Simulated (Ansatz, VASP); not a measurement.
## One calculation of TaC3, two programs

```xyz
4
Lattice="3.8781 0.0000 0.0000 -1.9391 3.3586 0.0000 0.0000 0.0000 4.2001" Properties=species:S:1:pos:R:3 pbc="T T T"
Ta    0.0000    0.0000    0.0000
C     0.0000    2.2390    0.0000
C     1.9391    1.1195    0.0000
C     0.0000    0.0000    2.1001
```

Alike in both runs: functional PBE; k mesh 12 × 12 × 12; occupations gaussian, width 0.1 eV; no spin polarisation.

Ansatz relaxed the structure, and its values are those at the end. VASP's run is a single point on that final structure, the one shown.

```csv
,VASP,Ansatz
version,VASP 6.6.1,Ansatz 0.2.0
potentials or method,"VASP PAW PBE potentials, release 64 (Ta_pv, C), cutoff 520 eV","scalar-relativistic, plane waves, PAW"
valence electrons in the cell,23,25
```

```csv
,VASP,Ansatz,Ansatz less VASP
gap on the k mesh at the Fermi level (eV),none,none,-
pressure (GPa),0.4,0.0,-0.35
```

A gap of «none» marks a metal or a gap that the smearing closes. VASP's potentials hold 23 valence electrons a cell and Ansatz's 25, so a difference there can come from the potentials and not from the codes.

Neither program's run includes spin-orbit coupling.
